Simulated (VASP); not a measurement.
Runs of VASP 6.6.1 on Os. The structure is that of space group P6_3/mmc (No. 194), or close to it. The cells are those of the table. 

```csv
task,cell,cutoff (eV),gap on the mesh (eV),pressure (GPa)
single point,"a = 2.703, b = 2.703, c = 4.279 Å, angles 90.0, 90.0, 120.0°, 2 atoms",520,none,(a)
single point,"a = 2.676, b = 2.676, c = 4.240 Å, angles 90.0, 90.0, 120.0°, 2 atoms",520,none,21.6
relaxation of cell and atoms,"relaxed to 5 GPa from a = 2.700, b = 2.700, c = 4.409 Å, angles 90.0, 90.0, 120.0°, 2 atoms",600,none,5.0
relaxation of cell and atoms,"relaxed from a = 2.700, b = 2.700, c = 4.409 Å, angles 90.0, 90.0, 120.0°, 2 atoms",600,none,0.0
single point,"a = 2.693, b = 2.693, c = 4.266 Å, angles 90.0, 90.0, 120.0°, 2 atoms",520,none,11.3
```

Alike in all rows: level LDA; potentials or basis VASP PAW LDA potentials, release 64 (Os); no spin polarisation; k mesh 9 × 9 × 5; smearing fermi-dirac 0.05 eV.

**Question.** Estimate the missing entries.

**Answer.** (a) 6.2.

Caveats: spin-orbit coupling is left out, which moves the levels of the heavy elements; the cell is relaxed towards a set pressure, so the enthalpy falls and the energy may rise (some runs).

A k mesh can miss the band edges, and the runs leave out spin-orbit coupling on Os.

A gap of «none» marks levels without a gap at the run's occupations.
